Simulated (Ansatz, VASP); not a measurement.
## NaCl in VASP and in Ansatz

INCAR

```
SYSTEM = NaCl
PREC = Accurate
ENCUT = 520
EDIFF = 1E-6
ISMEAR = -1
SIGMA = 0.02
LREAL = .False.
LASPH = .True.
NELM = 80
ALGO = Normal
ISIF = 2
LWAVE = .False.
LCHARG = .True.
GGA = PS
LELF = .True.
LVHAR = .True.
NBANDS = 14
```

The input KPOINTS:

```
regular mesh
0
Gamma
  8 8 8
  0 0 0
```

The input POSCAR:

```
NaCl
1.0
    2.8408047908      0.0000000000      0.0000000000
    0.0000000000      2.8408047908      0.0000000000
    0.0000000000      0.0000000000      2.8408047908
Na Cl
1 1
Direct
    0.0000000000      0.0000000000      0.0000000000
    0.5000000000      0.5000000000      0.5000000000
```

Input for Ansatz:

```yaml
crystal:
  lattice:
    - [2.8408047908, 0.0, 0.0]
    - [0.0, 2.8408047908, 0.0]
    - [0.0, 0.0, 2.8408047908]
  atoms:
    - { symbol: Na, position: [0.0, 0.0, 0.0] }
    - { symbol: Cl, position: [0.5, 0.5, 0.5] }
kpoints:
  mp_grid: { grid: [8, 8, 8] }
  band_path:
    path:
      - [0.0, 0.0, 0.0]
      - [0.0, 0.5, 0.0]
      - [0.5, 0.5, 0.0]
      - [0.0, 0.0, 0.0]
      - [0.5, 0.5, 0.5]
      - [0.0, 0.5, 0.0]
      - [0.5, 0.5, 0.5]
      - [0.5, 0.5, 0.0]
    npoints: 5
scf:
  occupations: { method: fermi_dirac, width: 0.02 }
hamiltonian:
  xc: pbesol
  pseudopotentials: { kind: all_electron, lapw: { basis_error: 0.00025 } }
output:
  forces: true
  stress: true
  eigenvalues: true
```

Change from the starting cell: volume scaled by 0.98.

Alike in both runs: task single point; functional PBEsol; k mesh 8 × 8 × 8; occupations fermi-dirac, width 0.02 eV; no spin polarisation.

|  | VASP | Ansatz |
| --- | --- | --- |
| version | VASP 6.6.1 | Ansatz 0.2.0 |
| potentials or method | VASP PAW PBE potentials, release 64 (Na_pv, Cl), cutoff 520 eV | all-electron LAPW, scalar-relativistic |

|  | VASP | Ansatz | Ansatz less VASP |
| --- | --- | --- | --- |
| gap on the k mesh at the Fermi level (eV) | 4.12 | 4.06 | -0.053 |
| pressure (GPa) | 65.2 | 64.5 | -0.72 |

VASP's potentials were made for PBE, not for PBEsol. Both programs put the cell under a high pressure, so it lies far from rest at this level. Ansatz ran all-electron here, and VASP with PAW potentials.

Noted on VASP's run: the cell as given lies far from equilibrium.
